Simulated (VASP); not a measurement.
Runs of VASP 6.6.1 on GaN. The structure is that of space group F-43m (No. 216), or close to it. The cells are those of the table. 

| cell | gap on the mesh (eV) | pressure (GPa) | largest force (eV/Å) |
| --- | --- | --- | --- |
| a = 3.118, b = 3.118, c = 4.318 Å, angles 90.0, 90.0, 92.3°, 4 atoms | 2.14 | 18.7 | 1.36 |
| a = 3.202, b = 3.202, c = 4.558 Å, angles 90.0, 90.0, 89.2°, 4 atoms | (a) | -4.9 | - |
| a = 3.181, b = 3.181, c = 4.498 Å, 4 atoms | 1.70 | 0.3 | 1.06 |
| a = 3.139, b = 3.139, c = 4.378 Å, angles 90.0, 90.0, 91.6°, 4 atoms | 2.00 | (c) | (b) |
| a = 3.223, b = 3.223, c = 4.618 Å, angles 90.0, 90.0, 88.5°, 4 atoms | 1.30 | -8.0 | 1.35 |
| a = 3.160, b = 3.160, c = 4.438 Å, angles 90.0, 90.0, 90.8°, 4 atoms | 1.87 | 5.1 | - |

Alike in all rows: task single point; level PBEsol; potentials or basis VASP PAW PBE potentials, release 64 (Ga_d, N); no spin polarisation; k mesh 8 × 8 × 6; cutoff (eV) 520; smearing gaussian 0.05 eV.

Task: Estimate the missing entries.

Result: (a) 1.51; (b) 1.25; (c) 11.8.

Caveats: the PAW data sets were made with another functional, which shifts forces and pressure a little.

A k mesh can miss the band edges, and the runs leave out spin-orbit coupling on Ga.
